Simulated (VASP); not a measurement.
# SbPt (P6_3/mmc) in VASP: a series of runs

The runs below take SbPt through single point, with LDA.

Everything below comes from runs of VASP 6.6.1. Logs are shortened: lines on timing, memory, paths and dates and some standing lists are left out, and cuts for length are marked.

## Step 1: The cell of the first run

It takes space group P6_3/mmc (No. 194, hexagonal). The conventional cell has a = 4.047 Å, b = 4.047 Å, c = 5.472 Å, α = 90.00°, β = 90.00°, γ = 120.00°. Within 3.6 Å of Sb (site symmetry -6m2) lie 6 Pt at 2.71 Å and 6 Sb at 3.60 Å. Within 3.6 Å of Pt (site symmetry -3m) lie 6 Sb at 2.71 Å and 2 Pt at 2.74 Å.

## Step 2: Single point, LDA (equal xx and yy strain of -2 %)

INCAR reads:

```
SYSTEM = SbPt
ALGO = Normal
EDIFF = 1E-6
ENCUT = 520
ISIF = 2
ISMEAR = -1
LASPH = .TRUE.
LCHARG = .TRUE.
LELF = .TRUE.
LREAL = .FALSE.
LVHAR = .TRUE.
LWAVE = .FALSE.
NBANDS = 23
NELM = 100
PREC = Accurate
SIGMA = 0.08
```

KPOINTS reads:

```
k-points
0
G
  11 11 8
  0 0 0
```

POSCAR reads:

```
SbPt
1.0
    4.0473979132      0.0000000000      0.0000000000
   -2.0236989566      3.5051494120      0.0000000000
    0.0000000000      0.0000000000      5.4720000000
Sb Pt
2 2
Direct
    0.3333333333      0.6666666667      0.2500000000
    0.6666666667      0.3333333333      0.7500000000
    0.0000000000      0.0000000000      0.0000000000
    0.0000000000      0.0000000000      0.5000000000
```

Potentials or basis: VASP PAW LDA potentials, release 64 (Sb, Pt).

Started as:

```sh
> cat potpaw_LDA.64/Sb/POTCAR potpaw_LDA.64/Pt/POTCAR > POTCAR
> mpirun -np 1 vasp_std > vasp.out
```

OUTCAR:

```text
SYSTEM = SbPt
   EDIFF = 1E-6
   ENCUT = 520
   ISIF = 2
   ISMEAR = -1
   LASPH = .TRUE.
   LREAL = .FALSE.
   NELM = 100
   PREC = Accurate

 ion  position               nearest neighbor table
   1  0.333  0.667  0.250-   3 2.71   4 2.71   3 2.71   4 2.71   3 2.71   4 2.71   2 3.60   2 3.60
                             2 3.60   2 3.60   2 3.60   2 3.60
   2  0.667  0.333  0.750-   3 2.71   4 2.71   3 2.71   4 2.71   3 2.71   4 2.71   1 3.60   1 3.60
                             1 3.60   1 3.60   1 3.60   1 3.60
   3  0.000  0.000  0.000-   1 2.71   2 2.71   1 2.71   2 2.71   2 2.71   1 2.71   4 2.74   4 2.74

   4  0.000  0.000  0.500-   1 2.71   2 2.71   1 2.71   2 2.71   2 2.71   1 2.71   3 2.74   3 2.74

  LATTYP: Found a hexagonal cell.
 ALAT       =     4.0473979132
 C/A-ratio  =     1.3519797453

  Lattice vectors:

 A1 = (   4.0473979132,   0.0000000000,   0.0000000000)
 A2 = (  -2.0236989566,   3.5051494120,   0.0000000000)
 A3 = (   0.0000000000,   0.0000000000,   5.4720000000)

Analysis of symmetry for initial positions (statically):
=====================================================================
 Subroutine PRICEL returns:
 Original cell was already a primitive cell.

 Routine SETGRP: Setting up the symmetry group for a
 hexagonal supercell.

 Subroutine GETGRP returns: Found 24 space group operations
 (whereof 12 operations were pure point group operations)
 out of a pool of 24 trial point group operations.

The static configuration has the point symmetry D_3d.
 The point group associated with its full space group is D_6h.

Analysis of symmetry for dynamics (positions and initial velocities):
=====================================================================
 Subroutine PRICEL returns:
 Original cell was already a primitive cell.

 Routine SETGRP: Setting up the symmetry group for a
 hexagonal supercell.

 Subroutine GETGRP returns: Found 24 space group operations
 (whereof 12 operations were pure point group operations)
 out of a pool of 24 trial point group operations.

The dynamic configuration has the point symmetry D_3d.
 The point group associated with its full space group is D_6h.

 Subroutine INISYM returns: Found 24 space group operations
 (whereof 12 operations are pure point group operations),
 and found     1 'primitive' translations

----------------------------------------------------------------------------------------

                                     Primitive cell

  volume of cell :      77.6298

  direct lattice vectors                    reciprocal lattice vectors
     4.047397913  0.000000000  0.000000000     0.247072322  0.142647272  0.000000000
    -2.023698957  3.505149412  0.000000000     0.000000000  0.285294543  0.000000000
     0.000000000  0.000000000  5.472000000     0.000000000  0.000000000  0.182748538

  length of vectors
     4.047397913  4.047397913  5.472000000     0.285294543  0.285294543  0.182748538

  position of ions in fractional coordinates (direct lattice)
     0.333333333  0.666666667  0.250000000
     0.666666667  0.333333333  0.750000000
     0.000000000  0.000000000  0.000000000
     0.000000000  0.000000000  0.500000000

  ion indices of the primitive-cell ions
   primitive index   ion index
                 1           1
                 2           2
                 3           3
                 4           4

----------------------------------------------------------------------------------------

 KPOINTS: k-points

Automatic generation of k-mesh.
 Grid dimensions read from file:
 generate k-points for:   11   11    8

 Generating k-lattice:

  Cartesian coordinates                     Fractional coordinates (reciprocal lattice)
     0.022461120  0.012967934  0.000000000     0.090909091  0.000000000  0.000000000
     0.000000000  0.025935868  0.000000000     0.000000000  0.090909091  0.000000000
     0.000000000  0.000000000  0.022843567     0.000000000  0.000000000  0.125000000

  Length of vectors
     0.025935868  0.025935868  0.022843567

  Shift w.r.t. Gamma in fractional coordinates (k-lattice)
     0.000000000  0.000000000  0.000000000

 Subroutine IBZKPT returns following result:
 ===========================================

 Found     80 irreducible k-points:

 Following reciprocal coordinates:
            Coordinates               Weight
  0.000000  0.000000  0.000000      1.000000
  0.090909 -0.000000  0.000000      6.000000
  0.181818 -0.000000  0.000000      6.000000
  0.272727 -0.000000  0.000000      6.000000
  0.363636 -0.000000  0.000000      6.000000
  0.454545 -0.000000  0.000000      6.000000
[... 16 lines left out ...]
  0.090909  0.090909  0.125000     12.000000
  0.181818  0.090909  0.125000     24.000000
 [... further k-points ...]
   k-points           NKPTS =     80   k-points in BZ     NKDIM =     80   number of bands    NBANDS=     23
   number of dos      NEDOS =    301   number of ions     NIONS =      4
   total plane-waves  NPLWV =  37800
   dimension x,y,z NGX =    30 NGY =   30 NGZ =   42
   dimension x,y,z NGXF=    60 NGYF=   60 NGZF=   84
   ions per type =               2   2
   NGX,Y,Z   is equivalent  to a cutoff of  12.32, 12.32, 12.76 a.u.
   NGXF,Y,Z  is equivalent  to a cutoff of  24.64, 24.64, 25.52 a.u.
 SYSTEM =  SbPt
   PREC   = accura    normal or accurate (medium, high low for compatibility)
   ISTART =      0    job   : 0-new  1-cont  2-samecut
   ICHARG =      2    charge: 1-file 2-atom 10-const
   ISPIN  =      1    spin polarized calculation?
   LNONCOLLINEAR =      F non collinear calculations
   LSORBIT =      F    spin-orbit coupling
   LASPH  =      T    aspherical Exc in radial PAW
   ENCUT  =  520.0 eV  38.22 Ry    6.18 a.u.   7.53  7.53 10.17*2*pi/ulx,y,z
   NELM   =    100;   NELMIN=  2; NELMDL= -5     # of ELM steps
   EDIFF  = 0.1E-05   stopping-criterion for ELM
   LREAL  =      F    real-space projection
   EDIFFG = 0.1E-04   stopping-criterion for IOM
   NSW    =      0    number of steps for IOM
   IBRION =     -1    ionic relax: 0-MD 1-quasi-New 2-CG
   NFREE  =      0    steps in history (QN), initial steepest desc. (CG)
   ISIF   =      2    stress and relaxation
   ISYM   =      2    0-nonsym 1-usesym 2-fastsym
   POTIM  = 0.5000    time-step for ionic-motion
   TEBEG  =    0.0;   TEEND  =   0.0 temperature during run
   PSTRESS=    0.0 pullay stress
   NELECT =      30.0000    total number of electrons
   NUPDOWN=      -1.0000    fix difference up-down
   EMIN   =  10.00;   EMAX   =-10.00  energy-range for DOS
   EFERMI =   0.00;   METHOD = LEGACY
   ISMEAR =    -1;   SIGMA  =   0.08  broadening in eV -4-tet -1-fermi 0-gaus
   EFERMI_NEDOS =   21; number of points for ismear=-14 and -15
   IALGO  =     38    algorithm
   IMIX   =      4    mixing-type and parameters
     AMIX     =   0.40;   BMIX     =  1.00
     AMIX_MAG =   1.60;   BMIX_MAG =  1.00
  volume/ion in A,a.u.               =      19.41       130.97
  Fermi-wavevector in a.u.,A,eV,Ry     =   1.192447  2.253398 19.346529  1.421930
  Thomas-Fermi vector in A             =   2.328485
   LORBIT       =      0    0 simple, 1 ext, 2 COOP (PROOUT), +10 PAW based schemes
   GGA     = CA    functional components
   LHFCALC =     F    Hartree Fock is set to
   AEXX    =    0.0000 exact exchange contribution
   IVDW    =     0    specifies the selected vdW correction
   LEPSILON=     F    determine dielectric tensor
   LRPA    =     F    only Hartree local field effects (RPA)
 non-spin polarized calculation
  energy-cutoff  :      520.00
  volume of cell :       77.63
 maximum number of plane-waves:      2110
 NGX is ok and might be reduce to    30
   NGX = 15   NGY = 15   NGZ = 21

 number of electron      29.9999996 magnetization

 Free energy of the ion-electron system (eV)
  ---------------------------------------------------
  ext. energy  EPLUGINS =         0.00000000
  ---------------------------------------------------
  free energy    TOTEN  =       -26.27485389 eV

  energy without entropy =      -26.23324289  energy(sigma->0) =      -26.25404839

 E-fermi :  10.8095     XC(G=0): -11.8622

 val. band max:       10.7989765610   @ k =   0.1818   0.1818   0.3750
 cond. band min:      10.8133109972   @ k =   0.2727  -0.0000   0.3750
 fundamental gap:      0.0143344363
 Fermi energy:        10.8094784520

 k-point     1 :       0.0000    0.0000    0.0000
  band No.  band energies     occupation
      1      -2.5936      2.00000
      2       1.4896      2.00000
      3       3.3263      2.00000
      4       4.4503      2.00000
      5       4.4503      2.00000
      6       4.5741      2.00000
[... 15 lines left out ...]
     22      16.0949      0.00000
     23      18.8922      0.00000

 k-point     2 :       0.0909   -0.0000    0.0000
  band No.  band energies     occupation
      1      -2.4856      2.00000
      2       1.3718      2.00000
      3       3.4552      2.00000
      4       4.4782      2.00000
      5       4.5524      2.00000
      6       4.6391      2.00000
[... 15 lines left out ...]
     22      16.6747      0.00000
     23      17.7593      0.00000

 k-point     3 :       0.1818   -0.0000    0.0000
  band No.  band energies     occupation
      1      -2.1674      2.00000
      2       1.1000      2.00000
      3       3.8314      2.00000
      4       4.4564      2.00000
      5       4.5382      2.00000
      6       5.0899      2.00000
[... 15 lines left out ...]
     22      17.6282      0.00000
     23      17.7209      0.00000
[... 495 lines left out ...]
 k-point    23 :       0.0909    0.0909    0.1250
  band No.  band energies     occupation
      1      -2.1908      2.00000
      2       0.8962      2.00000
      3       3.8498      2.00000
      4       4.5743      2.00000
      5       4.6226      2.00000
      6       5.1991      2.00000
[... 15 lines left out ...]
     22      17.3784      0.00000
     23      17.7468      0.00000

 k-point    24 :       0.1818    0.0909    0.1250
  band No.  band energies     occupation
      1      -1.7820      2.00000
      2       0.7482      2.00000
      3       4.1103      2.00000
      4       4.4062      2.00000
      5       4.6266      2.00000
      6       5.4061      2.00000
[... 15 lines left out ...]
     22      17.3960      0.00000
     23      18.1029      0.00000

 [... further k-points ...]
[... 5 lines left out ...]
  --------------------------------------------------------------------------------------
  -------------------------------------------------------------------------------------
  Total        3.7355321      3.7355321      2.2871068      0.0000000      0.0000000     -0.0000000
  in kB       77.0964771     77.0964771     47.2028808      0.0000000      0.0000000     -0.0000000
  external PRESSURE =      67.1319450 kB  Pullay stress =       0.0000000 kB

 VOLUME and BASIS-vectors are now :
 -----------------------------------------------------------------------------
  energy-cutoff  :      520.00
  volume of cell :       77.63
      direct lattice vectors                 reciprocal lattice vectors
     4.047397913  0.000000000  0.000000000     0.247072322  0.142647272  0.000000000
    -2.023698957  3.505149412  0.000000000     0.000000000  0.285294543  0.000000000
     0.000000000  0.000000000  5.472000000     0.000000000  0.000000000  0.182748538

 POSITION                                       TOTAL-FORCE (eV/Angst)
 -----------------------------------------------------------------------------------
     -0.00000      2.33677      1.36800        -0.000000     -0.000000      0.000000
      2.02370      1.16838      4.10400         0.000000      0.000000      0.000000
      0.00000      0.00000      0.00000         0.000000     -0.000000      0.000000
      0.00000      0.00000      2.73600         0.000000     -0.000000      0.000000
 -----------------------------------------------------------------------------------
    total drift:                               -0.000000      0.000000      0.000000

  FREE ENERGIE OF THE ION-ELECTRON SYSTEM (eV)
  ---------------------------------------------------
  free  energy   TOTEN  =       -26.2748538931 eV

  energy  without entropy=      -26.2332428942  energy(sigma->0) =      -26.25404839
```

Run time: 52 s. Hardware: 1 thread of Intel Xeon Platinum 8559C (Emerald Rapids), shared host; peak memory 0.25 GiB.

What came out:

```
Free energy            : -26.2749 eV
Pressure               : 6.7 GPa
Band gap on the k mesh : zero (band 15 reaches 13.28 eV, above the bottom of band 16 at 9.11 eV)
```

Stress tensor (GPa, compression positive):
```
7.71 0.00 0.00
0.00 7.71 0.00
0.00 0.00 4.72
```

Levels at points of the mesh, in eV from the Fermi level:
| k point | band 13 | band 14 | band 15 | band 16 | band 17 | band 18 |
| --- | --- | --- | --- | --- | --- | --- |
| (0.00, 0.00, 0.00) | -0.07 | -0.07 | 0.59 | 2.30 | 2.44 | 3.87 |
| (0.00, 0.00, 0.50) | -1.24 | -1.24 | 2.47 | 2.47 | 2.47 | 2.47 |

Caveat: the cell differs from its parent crystal (equal xx and yy strain of -2 %); spin-orbit coupling is left out, which moves the levels of the heavy elements.

(Continued in part 2 of 2.)
